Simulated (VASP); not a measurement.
Input of a VASP 6.6.1 run:

INCAR

```
PREC     = Accurate       # precision mode
ENCUT    = 520            # plane-wave cutoff, eV
EDIFF    = 1E-6           # SCF threshold, eV
ISMEAR   = -1             # smearing method
SIGMA    = 0.05           # smearing width, eV
LREAL    = F              # projectors in reciprocal space
LASPH    = T              # aspherical terms in the spheres
NELM     = 80             # most SCF steps
ALGO     = Fast           # electronic algorithm
ISIF     = 2              # what is computed and relaxed
LWAVE    = F              # write WAVECAR
LCHARG   = T              # write CHGCAR
GGA      = PE             # functional
LELF     = T              # ELF
LVHAR    = T            
NBANDS   = 26             # bands
```

Contents of KPOINTS:

```
regular mesh
0
Gamma
  6 6 2
```

POSCAR

```
Cs
1.0
    5.4522867169      0.0000000000      0.0000000000
   -2.7261433585      4.7218188056      0.0000000000
    0.0000000000      0.0000000000     18.1434777481
Cs
4
Direct
    0.6666666667      0.3333333333      0.7500000000
    0.0000000000      0.0000000000      0.5000000000
    0.3333333333      0.6666666667      0.2500000000
    0.0000000000      0.0000000000      0.0000000000
```

Potentials or basis: VASP PAW PBE potentials, release 64 (Cs_sv).

Launch:

```console
$ cat potpaw_PBE.64/Cs_sv/POTCAR > POTCAR
$ mpirun -np 1 vasp_std > vasp.out
```

Estimate the pressure.

0.0 GPa.

Predict the band gap on the k mesh.

zero (bands 18 and 19 overlap by 1.76 eV).

Stress tensor (GPa, compression positive):
```
 0.06  0.00  0.00
 0.00  0.06  0.00
 0.00  0.00 -0.08
```

Caveat: spin-orbit coupling is left out, which moves the levels of the heavy elements.
